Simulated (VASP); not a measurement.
# HC20 in VASP: further runs

HC20 is run at these levels: PBE+D3(BJ); tasks: single point.

All numbers are computed with VASP 6.6.1; they aren't measurements. Logs are shortened: lines on timing, memory, paths and dates and some standing lists are left out, and cuts for length are marked.

### Step 1. The cell of the first run

The cell holds a slab with vacuum, 21 atoms: a = 4.929 Å, b = 6.805 Å, c = 22.235 Å, α = 90.00°, β = 90.00°, γ = 90.00°.

### Step 2. Single point, PBE+D3(BJ)

INCAR

```
SYSTEM = HC20
  ALGO = Normal
  DIPOL = 0.5 0.5 0.303
  EDIFF = 1E-6
  ENCUT = 520
  GGA = PE
  IDIPOL = 3
  ISIF = 2
  ISMEAR = 0
  IVDW = 12
  LASPH = .True.
  LCHARG = .False.
  LDIPOL = .True.
  LREAL = Auto
  LWAVE = .False.
  NBANDS = 56
  NELM = 80
  PREC = Accurate
  SIGMA = 0.1
```

KPOINTS

```
k-points
0
Gamma
  6 4 1
  0 0 0
```

POSCAR

```
HC20
1.0
    4.9292027291      0.0000000000      0.0000000000
    0.0000000000      6.8054113579      0.0000000000
    0.0000000000      0.0000000000     22.2346643469
C H
20 1
Direct
    0.3122885183      0.2500141188      0.1798992752
    0.8122885183      0.2500141188      0.1798992752
    0.0622635010      0.2500141188      0.2119095571
    0.5622635010      0.2500141188      0.2119095571
    0.1871989222      0.7499858812      0.2279080302
    0.6871989222      0.7499858812      0.2279080302
    0.4371739048      0.7499858812      0.2599183120
    0.9371739048      0.7499858812      0.2599183120
    0.0621093260      0.2500141188      0.2759167852
    0.5621093260      0.2500141188      0.2759167852
    0.3120409925      0.2500133946      0.3071026518
    0.8120409925      0.2500133946      0.3071026518
    0.4371093881      0.7499905632      0.3309339292
    0.9371093881      0.7499905632      0.3309339292
    0.1866551682      0.7499900467      0.3565506911
    0.6866551682      0.7499900467      0.3565506911
    0.3119519864      0.2500147752      0.3740490919
    0.8119519864      0.2500147752      0.3740490919
    0.0621664184      0.2500173699      0.4018349100
    0.5621664184      0.2500173699      0.4018349100
    0.3121664184      0.7500173699      0.5142719570
```

Potentials or basis: VASP PAW PBE potentials, release 64 (C, H).

Command:

```sh
$ cat potpaw_PBE.64/C/POTCAR potpaw_PBE.64/H/POTCAR > POTCAR
$ mpirun -np 1 vasp_std > vasp.out
```

OUTCAR:

```text
SYSTEM = HC20
   EDIFF = 1E-6
   ENCUT = 520
   GGA = PE
   ISIF = 2
   ISMEAR = 0
   IVDW = 12
   LASPH = .True.
   LREAL = Auto
   NELM = 80
   PREC = Accurate
 IVDW          = 12

 ion  position               nearest neighbor table
   1  0.312  0.250  0.180-   4 1.42   3 1.42
   2  0.812  0.250  0.180-   3 1.42   4 1.42
   3  0.062  0.250  0.212-   2 1.42   9 1.42   1 1.42
   4  0.562  0.250  0.212-   1 1.42  10 1.42   2 1.42
   5  0.187  0.750  0.228-   7 1.42   8 1.42
   6  0.687  0.750  0.228-   8 1.42   7 1.42
   7  0.437  0.750  0.260-   5 1.42   6 1.42  13 1.58
   8  0.937  0.750  0.260-   6 1.42   5 1.42  14 1.58
   9  0.062  0.250  0.276-  11 1.41  12 1.41   3 1.42
  10  0.562  0.250  0.276-  12 1.41  11 1.41   4 1.42
  11  0.312  0.250  0.307-   9 1.41  10 1.41  17 1.49
  12  0.812  0.250  0.307-  10 1.41   9 1.41  18 1.49
  13  0.437  0.750  0.331-  16 1.36  15 1.36   7 1.58
  14  0.937  0.750  0.331-  15 1.36  16 1.36   8 1.58
  15  0.187  0.750  0.357-  14 1.36  13 1.36
  16  0.687  0.750  0.357-  13 1.36  14 1.36
  17  0.312  0.250  0.374-  19 1.38  20 1.38  11 1.49
  18  0.812  0.250  0.374-  20 1.38  19 1.38  12 1.49
  19  0.062  0.250  0.402-  17 1.38  18 1.38
  20  0.562  0.250  0.402-  18 1.38  17 1.38
  21  0.312  0.750  0.514-

  LATTYP: Found a simple orthorhombic cell.
 ALAT       =     4.9292027291
 B/A-ratio  =     1.3806312566
 C/A-ratio  =     4.5108033832

  Lattice vectors:

 A1 = (   4.9292027291,   0.0000000000,   0.0000000000)
 A2 = (   0.0000000000,   6.8054113579,   0.0000000000)
 A3 = (   0.0000000000,   0.0000000000,  22.2346643469)

Analysis of symmetry for initial positions (statically):
=====================================================================
 Subroutine PRICEL returns:
 Original cell was already a primitive cell.

 Routine SETGRP: Setting up the symmetry group for a
 simple orthorhombic supercell.

 Subroutine GETGRP returns: Found  1 space group operations
 (whereof  1 operations were pure point group operations)
 out of a pool of  8 trial point group operations.

The static configuration has the point symmetry C_1 .

Analysis of symmetry for dynamics (positions and initial velocities):
=====================================================================
 Subroutine PRICEL returns:
 Original cell was already a primitive cell.

 Routine SETGRP: Setting up the symmetry group for a
 simple orthorhombic supercell.

 Subroutine GETGRP returns: Found  1 space group operations
 (whereof  1 operations were pure point group operations)
 out of a pool of  8 trial point group operations.

The dynamic configuration has the point symmetry C_1 .

 Subroutine INISYM returns: Found  1 space group operations
 (whereof  1 operations are pure point group operations),
 and found     1 'primitive' translations

----------------------------------------------------------------------------------------

                                     Primitive cell

  volume of cell :     745.8674

  direct lattice vectors                    reciprocal lattice vectors
     4.929202729  0.000000000  0.000000000     0.202872565  0.000000000  0.000000000
     0.000000000  6.805411358  0.000000000     0.000000000  0.146941889  0.000000000
     0.000000000  0.000000000 22.234664347     0.000000000  0.000000000  0.044974819

  length of vectors
     4.929202729  6.805411358 22.234664347     0.202872565  0.146941889  0.044974819

  position of ions in fractional coordinates (direct lattice)
     0.312288518  0.250014119  0.179899275
     0.812288518  0.250014119  0.179899275
     0.062263501  0.250014119  0.211909557
     0.562263501  0.250014119  0.211909557
     0.187198922  0.749985881  0.227908030
     0.687198922  0.749985881  0.227908030
[... 13 lines left out ...]
     0.562166418  0.250017370  0.401834910
     0.312166418  0.750017370  0.514271957

  ion indices of the primitive-cell ions
   primitive index   ion index
                 1           1
                 2           2
                 3           3
                 4           4
                 5           5
                 6           6
[... 13 lines left out ...]
                20          20
                21          21

----------------------------------------------------------------------------------------

 KPOINTS: k-points

Automatic generation of k-mesh.
 Grid dimensions read from file:
 generate k-points for:    6    4    1

 Generating k-lattice:

  Cartesian coordinates                     Fractional coordinates (reciprocal lattice)
     0.033812094  0.000000000  0.000000000     0.166666667  0.000000000  0.000000000
     0.000000000  0.036735472  0.000000000     0.000000000  0.250000000  0.000000000
     0.000000000  0.000000000  0.044974819     0.000000000  0.000000000  1.000000000

  Length of vectors
     0.033812094  0.036735472  0.044974819

  Shift w.r.t. Gamma in fractional coordinates (k-lattice)
     0.000000000  0.000000000  0.000000000

 Subroutine IBZKPT returns following result:
 ===========================================

 Found     14 irreducible k-points:

 Following reciprocal coordinates:
            Coordinates               Weight
  0.000000  0.000000  0.000000      1.000000
  0.166667  0.000000  0.000000      2.000000
  0.333333  0.000000  0.000000      2.000000
  0.500000  0.000000  0.000000      1.000000
  0.000000  0.250000  0.000000      2.000000
  0.166667  0.250000  0.000000      2.000000
  0.166667 -0.250000  0.000000      2.000000
  0.333333  0.250000  0.000000      2.000000
  0.333333 -0.250000  0.000000      2.000000
  0.500000  0.250000  0.000000      2.000000
  0.000000  0.500000  0.000000      1.000000
  0.166667  0.500000  0.000000      2.000000
  0.333333  0.500000  0.000000      2.000000
  0.500000  0.500000  0.000000      1.000000
   k-points           NKPTS =     14   k-points in BZ     NKDIM =     14   number of bands    NBANDS=     56
   number of dos      NEDOS =    301   number of ions     NIONS =     21
   total plane-waves  NPLWV = 362880
   dimension x,y,z NGX =    40 NGY =   54 NGZ =  168
   dimension x,y,z NGXF=    80 NGYF=  108 NGZF=  336
   ions per type =              20   1
   NGX,Y,Z   is equivalent  to a cutoff of  13.49, 13.19, 12.56 a.u.
   NGXF,Y,Z  is equivalent  to a cutoff of  26.98, 26.38, 25.12 a.u.
 SYSTEM =  HC20
   PREC   = accura    normal or accurate (medium, high low for compatibility)
   ISTART =      0    job   : 0-new  1-cont  2-samecut
   ICHARG =      2    charge: 1-file 2-atom 10-const
   ISPIN  =      1    spin polarized calculation?
   LNONCOLLINEAR =      F non collinear calculations
   LSORBIT =      F    spin-orbit coupling
   LASPH  =      T    aspherical Exc in radial PAW
   ENCUT  =  520.0 eV  38.22 Ry    6.18 a.u.   9.17 12.65 41.34*2*pi/ulx,y,z
   NELM   =     80;   NELMIN=  2; NELMDL= -5     # of ELM steps
   EDIFF  = 0.1E-05   stopping-criterion for ELM
   LREAL  =      T    real-space projection
   EDIFFG = 0.1E-04   stopping-criterion for IOM
   NSW    =      0    number of steps for IOM
[... 5 lines left out ...]
   TEBEG  =    0.0;   TEEND  =   0.0 temperature during run
   PSTRESS=    0.0 pullay stress
   NELECT =      81.0000    total number of electrons
   NUPDOWN=      -1.0000    fix difference up-down
   EMIN   =  10.00;   EMAX   =-10.00  energy-range for DOS
   EFERMI =   0.00;   METHOD = LEGACY
   ISMEAR =     0;   SIGMA  =   0.10  broadening in eV -4-tet -1-fermi 0-gaus
   EFERMI_NEDOS =   21; number of points for ismear=-14 and -15
   IALGO  =     38    algorithm
   IMIX   =      4    mixing-type and parameters
     AMIX     =   0.40;   BMIX     =  1.00
     AMIX_MAG =   1.60;   BMIX_MAG =  1.00
  volume/ion in A,a.u.               =      35.52       239.68
  Fermi-wavevector in a.u.,A,eV,Ry     =   0.781057  1.475983  8.300231  0.610050
  Thomas-Fermi vector in A             =   1.884496
   LORBIT       =      0    0 simple, 1 ext, 2 COOP (PROOUT), +10 PAW based schemes
   GGA     = PE    functional components
   LHFCALC =     F    Hartree Fock is set to
   AEXX    =    0.0000 exact exchange contribution
   IVDW    =    12    specifies the selected vdW correction
   LEPSILON=     F    determine dielectric tensor
   LRPA    =     F    only Hartree local field effects (RPA)
 non-spin polarized calculation
 Gauss-broadening in eV      SIGMA  =   0.10
  energy-cutoff  :      520.00
  volume of cell :      745.87
 maximum number of plane-waves:     20120
 NGX is ok and might be reduce to    40
   NGX = 19   NGY = 25   NGZ = 83

 dipolmoment           0.000000      0.000000      0.410153 electrons x Angstroem

 number of electron      81.0000009 magnetization

 dipolmoment           0.000000      0.000000     -0.049574 electrons x Angstroem

 Free energy of the ion-electron system (eV)
  ---------------------------------------------------
  ext. energy  EPLUGINS =         0.00000000
  ---------------------------------------------------
  free energy    TOTEN  =      -160.39268607 eV

  energy without entropy =     -160.26889714  energy(sigma->0) =     -160.33079160

 E-fermi :  -4.0260     XC(G=0):  -3.4778

 val. band max:       -4.0544076772   @ k =   0.1667   0.5000   0.0000
 cond. band min:      -4.0080185247   @ k =   0.1667   0.2500   0.0000
 fundamental gap:      0.0463891526
 Fermi energy:        -4.0260438652

 k-point     1 :       0.0000    0.0000    0.0000
  band No.  band energies     occupation
      1     -22.6911      2.00000
      2     -21.7043      2.00000
      3     -20.9853      2.00000
      4     -19.0981      2.00000
      5     -18.6306      2.00000
      6     -18.5125      2.00000
[... 44 lines left out ...]
     51      -0.0220      0.00000
     52       1.2719      0.00000
[... 713 lines left out ...]
     51       1.6768      0.00000
     52       2.7723      0.00000
 [bands above 52 left out]

------------------------ aborting loop because EDIFF is reached ----------------------------------------

 vacuum level on the upper side and lower side of the slab       (xc-potential included)        -0.142         0.100

 Edisp (eV)   -2.16928

 E8    (eV) :    -0.6477

  FORCE on cell =-STRESS in cart. coord.  units (eV):
  Direction    XX          YY          ZZ          XY          YZ          ZX
  --------------------------------------------------------------------------------------
  -------------------------------------------------------------------------------------
  Total      -1.55116    -0.55825    -3.63310    -0.00056     0.00079    -0.17175
  in kB      -3.33200    -1.19916    -7.80416    -0.00120     0.00170    -0.36893
  external pressure =       -4.11 kB  Pullay stress =        0.00 kB

 VOLUME and BASIS-vectors are now :
 -----------------------------------------------------------------------------
  energy-cutoff  :      520.00
  volume of cell :      745.87
      direct lattice vectors                 reciprocal lattice vectors
     4.929202729  0.000000000  0.000000000     0.202872565  0.000000000  0.000000000
     0.000000000  6.805411358  0.000000000     0.000000000  0.146941889  0.000000000
     0.000000000  0.000000000 22.234664347     0.000000000  0.000000000  0.044974819

 POSITION                                       TOTAL-FORCE (eV/Angst)
 -----------------------------------------------------------------------------------
      1.53933      1.70145      4.00000        -0.046973      0.000168      1.866637
      4.00393      1.70145      4.00000        -0.050925      0.000181      1.851674
      0.30691      1.70145      4.71174         0.052422      0.000121     -3.392321
      2.77151      1.70145      4.71174         0.035108      0.000120     -3.391109
      0.92274      5.10396      5.06746         0.045273     -0.000201      3.232805
      3.38734      5.10396      5.06746         0.090287     -0.000198      3.153070
[... 13 lines left out ...]
      2.77103      1.70147      8.93466        -0.017851     -0.000447      0.041875
      1.53873      5.10418     11.43466        -0.035854     -0.000011     -0.254254
 -----------------------------------------------------------------------------------
    total drift:                               -0.020746     -0.000007      0.008188

  FREE ENERGIE OF THE ION-ELECTRON SYSTEM (eV)
  ---------------------------------------------------
  free  energy   TOTEN  =      -162.5619621758 eV

  energy  without entropy=     -162.4381732513  energy(sigma->0) =     -162.50006771

 vacuum level on the upper side and lower side of the slab         2.468         2.731
```

It took 16 min on 1 thread of Intel Xeon 6975P-C (Granite Rapids), shared host; peak memory 0.89 GiB.

Results:

- Free energy: -162.5620 eV
- Largest force: 3.393 eV/Å
- Band gap on the k mesh: zero (an odd number of electrons rules out a gap without spin polarisation)
- Dispersion energy per atom: -0.103 eV

Forces on the atoms (eV/Å):
```
C   -0.047  0.000  1.867
C   -0.051  0.000  1.852
C    0.052  0.000 -3.392
C    0.035  0.000 -3.391
C    0.045  0.000  3.233
C    0.090  0.000  3.153
C    0.020  0.000 -3.128
C   -0.148  0.000 -3.217
C    0.003  0.000  1.468
C   -0.002  0.000  1.471
C   -0.001  0.000  0.049
C    0.004  0.000  0.036
C    0.080  0.000 -0.033
C   -0.067  0.000  0.072
C    0.022  0.000  0.254
C   -0.003  0.000 -0.095
C    0.005  0.000 -0.011
C   -0.001  0.000 -0.012
C    0.017  0.000  0.036
C   -0.018  0.000  0.042
H   -0.036  0.000 -0.254
```

Levels at points of the mesh, in eV from the Fermi level:
```csv
k point,band 37,band 38,band 39,band 40,band 41,band 42,band 43,band 44
"(0.00, 0.00, 0.00)",-0.45,-0.32,-0.29,-0.06,0.17,0.21,0.64,0.70
"(0.50, 0.00, 0.00)",-0.84,-0.79,-0.13,-0.06,0.02,0.07,0.15,0.59
"(0.00, 0.50, 0.00)",-0.45,-0.30,-0.29,-0.06,0.12,0.25,0.65,0.68
"(0.50, 0.50, 0.00)",-0.78,-0.73,-0.05,-0.04,0.04,0.06,0.06,0.63
```

Caveat: an odd number of electrons without spin polarisation forces a metal; a magnetic or distorted state may lie lower.

### Step 3. Single point, PBE+D3(BJ)

INCAR

```
PREC = Accurate
ENCUT = 520
EDIFF = 1E-6
ISMEAR = 0
SIGMA = 0.1
LREAL = Auto
LASPH = True
NELM = 80
ALGO = Normal
ISIF = 2
LWAVE = False
LCHARG = False
LDIPOL = True
IDIPOL = 3
DIPOL = 0.5 0.5 0.303
GGA = PE
IVDW = 12
NBANDS = 56
```

KPOINTS

```
Automatic mesh
0
Gamma
  6 4 1
```

POSCAR: that of step 2 with these lines changed.

```diff
@@ -28,2 +28,2 @@
     0.5621664184      0.2500173699      0.4018349100
-    0.3121664184      0.7500173699      0.5142719570
+    0.4788330851      0.7500173699      0.5142719570
```

Potentials or basis: VASP PAW PBE potentials, release 64 (C, H).

Command:

```sh
$ cat potpaw_PBE.64/C/POTCAR potpaw_PBE.64/H/POTCAR > POTCAR
$ mpirun -np 1 vasp_std > vasp.out
```

It took 15 min on 1 thread of Intel Xeon 6975P-C (Granite Rapids), shared host; peak memory 0.88 GiB.

The run converged. Its results:

* Free energy: -162.5519 eV
* Largest force: 3.415 eV/Å
* Band gap on the k mesh: zero (an odd number of electrons rules out a gap without spin polarisation)
* Dispersion energy per atom: -0.103 eV

Forces on the atoms (eV/Å):
```
C   -0.061  0.000  1.862
C   -0.035  0.000  1.856
C    0.045  0.000 -3.367
C    0.041  0.000 -3.415
C    0.034  0.000  3.172
C    0.090  0.000  3.210
C   -0.095  0.000 -3.093
C   -0.030  0.000 -3.224
C    0.005  0.000  1.466
C   -0.001  0.000  1.474
C   -0.001  0.000  0.047
C    0.000  0.000  0.041
C   -0.023  0.000 -0.071
C    0.029  0.000  0.081
C    0.005  0.000 -0.004
C   -0.028  0.000  0.126
C   -0.005  0.000 -0.013
C    0.010  0.000 -0.011
C    0.006  0.000  0.011
C   -0.011  0.000  0.071
H    0.024  0.000 -0.219
```

Levels at points of the mesh, in eV from the Fermi level:
| k point | band 38 | band 39 | band 40 | band 41 | band 42 | band 43 |
| --- | --- | --- | --- | --- | --- | --- |
| (0.00, 0.00, 0.00) | -0.32 | -0.29 | -0.05 | 0.17 | 0.21 | 0.64 |
| (0.50, 0.00, 0.00) | -0.80 | -0.13 | -0.06 | 0.02 | 0.07 | 0.16 |
| (0.00, 0.50, 0.00) | -0.30 | -0.29 | -0.06 | 0.11 | 0.25 | 0.65 |
| (0.50, 0.50, 0.00) | -0.74 | -0.05 | -0.04 | 0.04 | 0.06 | 0.06 |

Caveat: an odd number of electrons without spin polarisation forces a metal; a magnetic or distorted state may lie lower.

(Continued in part 2 of 2.)

The gap in the log of VASP goes by the Fermi energy; the results here count the filled bands.